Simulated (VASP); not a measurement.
The system is Si.

```
CELL_PARAMETERS angstrom
3.75051 0.00000 0.00000
-1.87525 3.24803 0.00000
0.00000 0.00000 6.20615
ATOMIC_POSITIONS crystal
Si 0.33333 0.66667 0.00073
Si 0.66667 0.33333 0.50073
Si 0.33333 0.66667 0.37427
Si 0.66667 0.33333 0.87427
```

This cell differs from its parent crystal: strain -2.1%.

Base run:

| Item | Value |
| --- | --- |
| Program | VASP 6.6.1 |
| Functional | r2SCAN |
| Potentials or basis | VASP PAW PBE potentials, release 64 (Si) |
| Cutoff | 520 eV |
| k mesh | 12 × 12 × 4 |
| Occupations | gaussian, width 0.01 eV |
| Spin | no spin polarisation |

Its results: band gap on the k mesh 0.47 eV (least direct gap 1.56 eV); pressure 6.9 GPa.

**Question.** The run is repeated on the same cell with these changes: functional from r2SCAN to PBE; occupations from gaussian, width 0.01 eV to fermi-dirac, width 0.02 eV. What comes out?

**Answer.** Band gap on the k mesh 0.27 eV (least direct gap 1.20 eV); pressure 8.1 GPa.

Caveats: the cell stands under pressure; the PAW data sets were made with another functional, which shifts forces and pressure a little (at least some runs).

A k mesh can miss the band edges.
